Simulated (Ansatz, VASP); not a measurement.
# LiH in VASP and in Ansatz

INCAR

```
SYSTEM = LiH
ALGO     = Normal         ! electronic algorithm
EDIFF    = 1E-7           ! SCF threshold, eV
ENCUT    = 520            ! plane-wave cutoff, eV
GGA      = PE             ! functional
ISIF     = 2              ! what is computed and relaxed
ISMEAR   = -1             ! smearing method
LASPH    = .True.         ! aspherical terms in the spheres
LCHARG   = .False.        ! write CHGCAR
LREAL    = .False.        ! projectors in reciprocal space
LWAVE    = .False.        ! write WAVECAR
NBANDS   = 9              ! bands
NELM     = 60             ! most SCF steps
PREC     = Accurate       ! precision mode
SIGMA    = 0.03           ! smearing width, eV
```

KPOINTS

```
k-points
0
Gamma
  11 11 11
  0 0 0
```

File POSCAR:

```
LiH
1.0
    0.0000000000      2.0325000000      2.0325000000
    2.0325000000      0.0000000000      2.0325000000
    2.0325000000      2.0325000000      0.0000000000
Li H
1 1
Direct
    0.0000000000      0.0000000000      0.0000000000
    0.4704797048      0.5295202952      0.5295202952
```

Input for Ansatz:

```yaml
crystal:
  lattice:
    - [0.0, 2.0325, 2.0325]
    - [2.0325, 0.0, 2.0325]
    - [2.0325, 2.0325, 0.0]
  atoms:
    - { symbol: Li, position: [0.0, 0.0, 0.0] }
    - { symbol: H, position: [0.4704797048, 0.5295202952, 0.5295202952] }
kpoints:
  mp_grid: { grid: [11, 11, 11] }
scf:
  occupations: { method: fermi_dirac, width: 0.03 }
hamiltonian:
  xc: pbe
  pseudopotentials: { kind: all_electron, lapw: { basis_error: 0.001 } }
output:
  forces: true
  stress: true
  eigenvalues: true
```

Alike in both runs: task single point; functional PBE; k mesh 11 × 11 × 11; occupations fermi-dirac, width 0.03 eV; no spin polarisation.

```csv
,VASP,Ansatz
version,VASP 6.6.1,Ansatz 0.2.0
potentials or method,"VASP PAW PBE potentials, release 64 (Li_sv, H), cutoff 520 eV","all-electron LAPW, scalar-relativistic"
```

VASP gave:

| Property | Result |
| --- | --- |
| gap on the k mesh at the Fermi level (eV) | 3.20 |
| rms of the force components (eV/Å) | 0.073 |

**Question.** What did Ansatz give for the same quantities?

**Answer.** gap on the k mesh at the Fermi level (eV): 3.21; rms of the force components (eV/Å): 0.073.

Atom by atom the forces differ by 0.000 eV/Å (rms over components). Ansatz ran all-electron here, and VASP with PAW potentials.

Noted on VASP's run: the cutoff is short for stress, so the pressure is rough.
